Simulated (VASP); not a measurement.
Input of a VASP 6.6.1 run:

File INCAR:

```
ALGO     = Normal         # electronic algorithm
EDIFF    = 1E-7           # SCF threshold, eV
EDIFFG   = -0.005         # ionic threshold
ENCUT    = 600            # plane-wave cutoff, eV
GGA      = PS             # functional
IBRION   = 2              # ionic algorithm
ISIF     = 3              # what is computed and relaxed
ISMEAR   = 0              # smearing method
LASPH    = T              # aspherical terms in the spheres
LCHARG   = F              # write CHGCAR
LREAL    = F              # projectors in reciprocal space
LWAVE    = F              # write WAVECAR
NELM     = 100            # most SCF steps
NSW      = 100            # ionic steps
PREC     = Accurate       # precision mode
SIGMA    = 0.1            # smearing width, eV
```

Contents of KPOINTS:

```
k-points
0
Gamma
  12 12 8
```

Contents of POSCAR:

```
Y
1.0
    3.6514992371      0.0000000000      0.0000000000
   -1.8257496185      3.1622911012      0.0000000000
    0.0000000000      0.0000000000      5.7474000000
Y
2
Direct
    0.3333333333      0.6666666667      0.2500000000
    0.6666666667      0.3333333333      0.7500000000
```

Potentials or basis: VASP PAW PBE potentials, release 64 (Y_sv).

The run is started by

```sh
$ cat potpaw_PBE.64/Y_sv/POTCAR > POTCAR
$ mpirun -np 1 vasp_std > vasp.out
```

Estimate the band gap on the k mesh.

zero (bands 11 and 12 overlap by 1.59 eV).

Estimate the space group after relaxing (to 0.1 Å).

P6_3/mmc (No. 194).

Predict the relaxed volume.

31.21 Å³/atom.

Predict the relaxed cell.

a = 3.595 Å, b = 3.595 Å, c = 5.577 Å, α = 90.00°, β = 90.00°, γ = 120.00°.

Step by step:
| step | energy change (eV) | largest force (eV/Å) | pressure (GPa) | volume (Å³) |
| --- | --- | --- | --- | --- |
| 1 | 0.0000 | 0.0000 | -2.38 | 66.37 |
| 2 | -0.0308 | 0.0000 | 0.46 | 61.74 |
| 3 | -0.0317 | 0.0000 | 0.05 | 62.36 |
| 4 | -0.0317 | 0.0000 | -0.01 | 62.44 |
| 5 | -0.0320 | 0.0000 | -0.03 | 62.46 |
| 6 | -0.0321 | 0.0000 | -0.04 | 62.49 |
| 7 | -0.0321 | 0.0000 | -0.03 | 62.49 |
| 8 | -0.0321 | 0.0000 | 0.01 | 62.42 |

Caveat: the PAW data sets were made with another functional, which shifts forces and pressure a little.
